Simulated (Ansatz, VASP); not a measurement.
## Al3Ge2Ru: VASP beside Ansatz

```xyz
6
Lattice="3.7579 0.0000 0.0000 0.0000 3.7579 0.0000 0.0000 0.0000 6.8899" Properties=species:S:1:pos:R:3 pbc="T T T"
Al    1.8790    1.8790    0.9102
Al    1.8790    0.0000    0.1853
Al    0.0000    1.8790    0.1853
Ge    0.0000    0.0000    5.5512
Ge    1.8790    1.8790    5.5692
Ru    0.0000    0.0000    2.2218
```

Alike in both runs: task single point; functional PBE; k mesh 4 × 4 × 4; occupations gaussian, width 0.1 eV; no spin polarisation.

```csv
,VASP,Ansatz
version,VASP 6.6.1,Ansatz 0.2.0
potentials or method,"VASP PAW PBE potentials, release 64 (Al, Ge_d, Ru_pv), cutoff 520 eV","scalar-relativistic, plane waves, PAW"
valence electrons in the cell,51,53
```

Ansatz gave:

| Quantity | Value |
| --- | --- |
| gap on the k mesh at the Fermi level (eV) | none |
| rms of the force components (eV/Å) | 4.421 |

Problem. Estimate VASP's values.

Solution. gap on the k mesh at the Fermi level (eV): none; rms of the force components (eV/Å): 4.435.

Atom by atom the forces differ by 0.017 eV/Å (rms over components). A gap of «none» marks a metal or a gap that the smearing closes. VASP's potentials hold 51 valence electrons a cell and Ansatz's 53, so a difference there can come from the potentials and not from the codes.

The k mesh is coarse, so the values compare programs but aren't converged.
